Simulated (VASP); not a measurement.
## Fe: single point with PBEsol

Crystal: Fe.

```
CELL_PARAMETERS angstrom
0.00000 2.40172 2.40172
2.40172 0.00000 2.40172
2.40172 2.40172 0.00000
ATOMIC_POSITIONS crystal
Fe 0.50000 0.50000 0.50000
Fe 0.75000 0.75000 0.75000
```

```json
{"Program": "VASP 6.6.1", "Task": "single point", "Functional": "PBEsol", "Potentials or basis": "VASP PAW PBE potentials, release 64 (Fe)", "Cutoff": "600 eV", "k mesh": "6 × 6 × 6", "Occupations": "gaussian, width 0.1 eV", "Spin": "no spin polarisation", "Dipole correction": "no", "Further INCAR settings": "ALGO = Normal; EDIFF = 1e-06; NBANDS = 15"}
```

The pressure is -1.7 GPa. The band gap on the k mesh is zero (band 8 reaches 4.08 eV, above the bottom of band 9 at 3.37 eV).

Levels at points of the mesh, in eV from the Fermi level:
```tsv
k point	band 6	band 7	band 8	band 9	band 10	band 11
(0.00, 0.00, 0.00)	-2.57	-0.42	-0.42	-0.42	1.32	1.32
(0.50, 0.00, 0.00)	-2.59	-1.13	0.19	0.19	1.05	1.05
(0.50, 0.50, 0.00)	-1.40	-0.78	-0.78	1.26	1.26	2.85
```

It took 10 s on 1 thread of Intel(R) Xeon(R) Platinum 8488C (Sapphire Rapids), on a shared host, peak memory 0.15 GiB.

Caveat: the k points lie up to 0.38 Å⁻¹ apart; the PAW data sets were made with another functional, which shifts forces and pressure a little; the run has no spin polarisation, though such a crystal can be magnetic. Spin polarisation is off, so any magnetic state and its effect on volume and gap are missing.
